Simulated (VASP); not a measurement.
# C (Fm-3m) in VASP: notebook

C is run at these levels: LDA; tasks: single point, relaxation of cell and atoms.

Everything below comes from runs of VASP 6.6.1. Logs are shortened: lines on timing, memory, paths and dates and some standing lists are left out, and cuts for length are marked.

## Step 1: The cell of the first run

Symmetry: Fm-3m, No. 225, cubic system. The conventional cell has a = 2.930 Å, b = 2.930 Å, c = 2.930 Å, α = 90.00°, β = 90.00°, γ = 90.00°. C (site symmetry m-3m) has 12 C at 2.07 Å within 2.7 Å.

## Step 2: Single point, LDA

File INCAR:

```
SYSTEM = C
PREC     = Accurate       ! precision mode
ENCUT    = 600            ! plane-wave cutoff, eV
EDIFF    = 1E-6           ! SCF threshold, eV
ISMEAR   = -1             ! smearing method
SIGMA    = 0.1            ! smearing width, eV
LREAL    = .FALSE.        ! projectors in reciprocal space
LASPH    = .TRUE.         ! aspherical terms in the spheres
NELM     = 120            ! most SCF steps
ALGO     = Normal         ! electronic algorithm
ISIF     = 2              ! what is computed and relaxed
LWAVE    = .FALSE.        ! write WAVECAR
LCHARG   = .TRUE.         ! write CHGCAR
GGA      = CA             ! functional
LELF     = .TRUE.         ! ELF
LVHAR    = .TRUE.       
NBANDS   = 8              ! bands
GGA_COMPAT= .FALSE.
```

File KPOINTS:

```
regular mesh
0
G
  10 10 10
  0 0 0
```

File POSCAR:

```
C
1.0
    0.0000000000      1.4647648637      1.4647648637
    1.4647648637      0.0000000000      1.4647648637
    1.4647648637      1.4647648637      0.0000000000
C
1
Direct
    0.0000000000      0.0000000000      0.0000000000
```

Potentials or basis: VASP PAW LDA potentials, release 64 (C).

On the command line:

```bash
cat potpaw_LDA.64/C/POTCAR > POTCAR
mpirun -np 1 vasp_std > vasp.out
```

OUTCAR:

```text
SYSTEM = C
   PREC = Accurate
   ENCUT = 600
   EDIFF = 1E-6
   ISMEAR = -1
   LREAL = .FALSE.
   LASPH = .TRUE.
   NELM = 120
   ISIF = 2
   GGA = CA

 ion  position               nearest neighbor table
   1  0.000  0.000  0.000-

  LATTYP: Found a face centered cubic cell.
 ALAT       =     2.9295297274

  Lattice vectors:

 A1 = (   0.0000000000,   1.4647648637,   1.4647648637)
 A2 = (   1.4647648637,   0.0000000000,   1.4647648637)
 A3 = (   1.4647648637,   1.4647648637,   0.0000000000)

Analysis of symmetry for initial positions (statically):
=====================================================================
 Subroutine PRICEL returns:
 Original cell was already a primitive cell.

 Routine SETGRP: Setting up the symmetry group for a
 face centered cubic supercell.

 Subroutine GETGRP returns: Found 48 space group operations
 (whereof 48 operations were pure point group operations)
 out of a pool of 48 trial point group operations.

The static configuration has the point symmetry O_h .

Analysis of symmetry for dynamics (positions and initial velocities):
=====================================================================
 Subroutine PRICEL returns:
 Original cell was already a primitive cell.

 Routine SETGRP: Setting up the symmetry group for a
 face centered cubic supercell.

 Subroutine GETGRP returns: Found 48 space group operations
 (whereof 48 operations were pure point group operations)
 out of a pool of 48 trial point group operations.

The dynamic configuration has the point symmetry O_h .

 Subroutine INISYM returns: Found 48 space group operations
 (whereof 48 operations are pure point group operations),
 and found     1 'primitive' translations

----------------------------------------------------------------------------------------

                                     Primitive cell

  volume of cell :       6.2854

  direct lattice vectors                    reciprocal lattice vectors
     0.000000000  1.464764864  1.464764864    -0.341351716  0.341351716  0.341351716
     1.464764864  0.000000000  1.464764864     0.341351716 -0.341351716  0.341351716
     1.464764864  1.464764864  0.000000000     0.341351716  0.341351716 -0.341351716

  length of vectors
     2.071490336  2.071490336  2.071490336     0.591238516  0.591238516  0.591238516

  position of ions in fractional coordinates (direct lattice)
     0.000000000  0.000000000  0.000000000

  ion indices of the primitive-cell ions
   primitive index   ion index
                 1           1

----------------------------------------------------------------------------------------

 KPOINTS: regular mesh

Automatic generation of k-mesh.
 Grid dimensions read from file:
 generate k-points for:   10   10   10

 Generating k-lattice:

  Cartesian coordinates                     Fractional coordinates (reciprocal lattice)
    -0.034135172  0.034135172  0.034135172     0.100000000  0.000000000  0.000000000
     0.034135172 -0.034135172  0.034135172     0.000000000  0.100000000  0.000000000
     0.034135172  0.034135172 -0.034135172     0.000000000  0.000000000  0.100000000

  Length of vectors
     0.059123852  0.059123852  0.059123852

  Shift w.r.t. Gamma in fractional coordinates (k-lattice)
     0.000000000  0.000000000  0.000000000

 Subroutine IBZKPT returns following result:
 ===========================================

 Found     47 irreducible k-points:

 Following reciprocal coordinates:
            Coordinates               Weight
  0.000000  0.000000  0.000000      1.000000
  0.100000  0.000000  0.000000      8.000000
  0.200000  0.000000  0.000000      8.000000
  0.300000  0.000000  0.000000      8.000000
  0.400000  0.000000  0.000000      8.000000
  0.500000  0.000000  0.000000      4.000000
[... 16 lines left out ...]
  0.300000  0.300000  0.000000      6.000000
  0.400000  0.300000  0.000000     24.000000
 [... further k-points ...]
   k-points           NKPTS =     47   k-points in BZ     NKDIM =     47   number of bands    NBANDS=      8
   number of dos      NEDOS =    301   number of ions     NIONS =      1
   total plane-waves  NPLWV =   5832
   dimension x,y,z NGX =    18 NGY =   18 NGZ =   18
   dimension x,y,z NGXF=    36 NGYF=   36 NGZF=   36
   ions per type =               1
   NGX,Y,Z   is equivalent  to a cutoff of  14.45, 14.45, 14.45 a.u.
   NGXF,Y,Z  is equivalent  to a cutoff of  28.89, 28.89, 28.89 a.u.
 SYSTEM =  C
   PREC   = accura    normal or accurate (medium, high low for compatibility)
   ISTART =      0    job   : 0-new  1-cont  2-samecut
   ICHARG =      2    charge: 1-file 2-atom 10-const
   ISPIN  =      1    spin polarized calculation?
   LNONCOLLINEAR =      F non collinear calculations
   LSORBIT =      F    spin-orbit coupling
   LASPH  =      T    aspherical Exc in radial PAW
   ENCUT  =  600.0 eV  44.10 Ry    6.64 a.u.   4.14  4.14  4.14*2*pi/ulx,y,z
   NELM   =    120;   NELMIN=  2; NELMDL= -5     # of ELM steps
   EDIFF  = 0.1E-05   stopping-criterion for ELM
   LREAL  =      F    real-space projection
   EDIFFG = 0.1E-04   stopping-criterion for IOM
   NSW    =      0    number of steps for IOM
   IBRION =     -1    ionic relax: 0-MD 1-quasi-New 2-CG
   NFREE  =      0    steps in history (QN), initial steepest desc. (CG)
   ISIF   =      2    stress and relaxation
   ISYM   =      2    0-nonsym 1-usesym 2-fastsym
   POTIM  = 0.5000    time-step for ionic-motion
   TEBEG  =    0.0;   TEEND  =   0.0 temperature during run
   PSTRESS=    0.0 pullay stress
   NELECT =       4.0000    total number of electrons
   NUPDOWN=      -1.0000    fix difference up-down
   EMIN   =  10.00;   EMAX   =-10.00  energy-range for DOS
   EFERMI =   0.00;   METHOD = LEGACY
   ISMEAR =    -1;   SIGMA  =   0.10  broadening in eV -4-tet -1-fermi 0-gaus
   EFERMI_NEDOS =   21; number of points for ismear=-14 and -15
   IALGO  =     38    algorithm
   IMIX   =      4    mixing-type and parameters
     AMIX     =   0.40;   BMIX     =  1.00
     AMIX_MAG =   1.60;   BMIX_MAG =  1.00
  volume/ion in A,a.u.               =       6.29        42.42
  Fermi-wavevector in a.u.,A,eV,Ry     =   1.408154  2.661026 26.978973  1.982899
  Thomas-Fermi vector in A             =   2.530341
   LORBIT       =      0    0 simple, 1 ext, 2 COOP (PROOUT), +10 PAW based schemes
   GGA     = CA    functional components
   LHFCALC =     F    Hartree Fock is set to
   AEXX    =    0.0000 exact exchange contribution
   IVDW    =     0    specifies the selected vdW correction
   LEPSILON=     F    determine dielectric tensor
   LRPA    =     F    only Hartree local field effects (RPA)
 non-spin polarized calculation
  energy-cutoff  :      600.00
  volume of cell :        6.29
 maximum number of plane-waves:       222
 NGX is ok and might be reduce to    18
   NGX =  9   NGY =  9   NGZ =  9

 number of electron       4.0000000 magnetization

 Free energy of the ion-electron system (eV)
  ---------------------------------------------------
  ext. energy  EPLUGINS =         0.00000000
  ---------------------------------------------------
  free energy    TOTEN  =        -5.49137585 eV

  energy without entropy =       -5.47074716  energy(sigma->0) =       -5.48106150

 E-fermi :   9.9593     XC(G=0): -13.5176

 val. band max:        9.9182660950   @ k =  -0.3000   0.3000   0.1000
 cond. band min:       9.9597972983   @ k =   0.4000   0.2000   0.1000
 fundamental gap:      0.0415312033
 Fermi energy:         9.9592518277

 k-point     1 :       0.0000    0.0000    0.0000
  band No.  band energies     occupation
      1     -10.9330      2.00000
      2      18.8752      0.00000
      3      18.8752      0.00000
      4      18.8752      0.00000
      5      41.9072      0.00000
      6      41.9072      0.00000
      7      41.9072      0.00000
      8      45.5001      0.00000

 k-point     2 :       0.1000    0.0000    0.0000
  band No.  band energies     occupation
      1     -10.4951      2.00000
      2      17.5341      0.00000
      3      18.6342      0.00000
      4      18.6342      0.00000
      5      39.0397      0.00000
      6      42.5283      0.00000
      7      42.5283      0.00000
      8      44.9564      0.00000

 k-point     3 :       0.2000    0.0000    0.0000
  band No.  band energies     occupation
      1      -9.1842      2.00000
      2      13.9151      0.00000
      3      18.0628      0.00000
      4      18.0628      0.00000
      5      37.0403      0.00000
      6      42.9007      0.00000
      7      42.9007      0.00000
      8      43.5826      0.00000

 k-point     4 :       0.3000    0.0000    0.0000
  band No.  band energies     occupation
      1      -7.0115      2.00000
      2       9.1481      1.99940
      3      17.4516      0.00000
      4      17.4516      0.00000
      5      36.7384      0.00000
      6      41.2259      0.00000
      7      41.2259      0.00000
      8      42.0271      0.00000

 k-point     5 :       0.4000    0.0000    0.0000
  band No.  band energies     occupation
      1      -4.0050      2.00000
      2       4.2643      2.00000
      3      17.0174      0.00000
      4      17.0174      0.00000
      5      37.1366      0.00000
      6      39.6091      0.00000
      7      39.6091      0.00000
      8      40.8788      0.00000
[... 177 lines left out ...]
 k-point    22 :      -0.2000    0.2000    0.0000
  band No.  band energies     occupation
      1      -6.2936      2.00000
      2      11.7046      0.00000
      3      11.8844      0.00000
      4      17.7072      0.00000
      5      35.8120      0.00000
      6      37.3975      0.00000
      7      43.4332      0.00000
      8      45.4649      0.00000

 k-point    23 :       0.3000    0.3000    0.0000
  band No.  band energies     occupation
      1      -5.7407      2.00000
      2      13.4817      0.00000
      3      13.9824      0.00000
      4      13.9824      0.00000
      5      29.4231      0.00000
      6      29.8018      0.00000
      7      50.6758      0.00000
      8      50.8966      0.00000

 k-point    24 :       0.4000    0.3000    0.0000
  band No.  band energies     occupation
      1      -3.6274      2.00000
      2      10.7706      0.00060
      3      12.2310      0.00000
      4      13.4037      0.00000
      5      28.2319      0.00000
      6      30.0190      0.00000
      7      49.6041      0.00000
      8      51.2710      0.00000

 [... further k-points ...]
[... 5 lines left out ...]
  --------------------------------------------------------------------------------------
  -------------------------------------------------------------------------------------
  Total        0.7988793      0.7988793      0.7988793      0.0000000      0.0000000      0.0000000
  in kB      203.6376118    203.6376118    203.6376118      0.0000000      0.0000000      0.0000000
  external PRESSURE =     203.6376118 kB  Pullay stress =       0.0000000 kB

 VOLUME and BASIS-vectors are now :
 -----------------------------------------------------------------------------
  energy-cutoff  :      600.00
  volume of cell :        6.29
      direct lattice vectors                 reciprocal lattice vectors
     0.000000000  1.464764864  1.464764864    -0.341351716  0.341351716  0.341351716
     1.464764864  0.000000000  1.464764864     0.341351716 -0.341351716  0.341351716
     1.464764864  1.464764864  0.000000000     0.341351716  0.341351716 -0.341351716

 POSITION                                       TOTAL-FORCE (eV/Angst)
 -----------------------------------------------------------------------------------
      0.00000      0.00000      0.00000        -0.000000     -0.000000      0.000000
 -----------------------------------------------------------------------------------
    total drift:                                0.000000      0.000000      0.000000

  FREE ENERGIE OF THE ION-ELECTRON SYSTEM (eV)
  ---------------------------------------------------
  free  energy   TOTEN  =        -5.4913758488 eV

  energy  without entropy=       -5.4707471600  energy(sigma->0) =       -5.48106150
```

It took 2.4 s on 1 thread of AMD EPYC 7R13 (Zen 3), shared host; peak memory 0.07 GiB.

What came out:

```yaml
Free_energy: -5.4914 eV
Pressure: 20.4 GPa
Band_gap_on_the_k_mesh: zero (bands 2 and 3 overlap by 12.04 eV)
```

Caveat: the k points lie up to 0.37 Å⁻¹ apart, too coarse for converged energies and pressures of a metal.

## Step 3: Single point, LDA

This run uses another cell than the first one, of 6.06 Å³/atom.

File INCAR:

```
PREC     = Accurate       # precision mode
ENCUT    = 600            # plane-wave cutoff, eV
EDIFF    = 1E-6           # SCF threshold, eV
ISMEAR   = -1             # smearing method
SIGMA    = 0.1            # smearing width, eV
LREAL    = False          # projectors in reciprocal space
LASPH    = True           # aspherical terms in the spheres
NELM     = 120            # most SCF steps
ALGO     = Normal         # electronic algorithm
ISIF     = 2              # what is computed and relaxed
LWAVE    = False          # write WAVECAR
LCHARG   = False          # write CHGCAR
GGA      = CA             # functional
NBANDS   = 8              # bands
GGA_COMPAT= False
```

File KPOINTS:

```
Automatic mesh
0
Gamma
  10 10 10
```

File POSCAR:

```
C
1.0
    0.0000000000      1.4468666806      1.4468666806
    1.4468666806      0.0000000000      1.4468666806
    1.4468666806      1.4468666806      0.0000000000
C
1
Direct
    0.0000000000      0.0000000000      0.0000000000
```

Potentials or basis: VASP PAW LDA potentials, release 64 (C).

On the command line:

```bash
cat potpaw_LDA.64/C/POTCAR > POTCAR
mpirun -np 1 vasp_std > vasp.out
```

Wall time 1.6 s (1 thread of AMD EPYC 7R13 (Zen 3), shared host); peak memory 0.07 GiB.

It converged, with:

```
Free energy            : -5.4549 eV
Pressure               : 30.4 GPa
Band gap on the k mesh : zero (bands 2 and 3 overlap by 12.43 eV)
```

Levels at points of the mesh, in eV from the Fermi level:
```tsv
k point	band 1	band 2	band 3	band 4	band 5	band 6
(0.00, 0.00, 0.00)	-21.48	9.20	9.20	9.20	32.45	32.45
(0.50, 0.00, 0.00)	-10.86	-10.11	7.10	7.10	28.16	29.48
(0.50, 0.50, 0.00)	-8.59	-5.28	2.18	2.18	16.05	16.79
```

Caveat: the k points lie up to 0.38 Å⁻¹ apart, too coarse for converged energies and pressures of a metal.

[end of part 1 of 2]
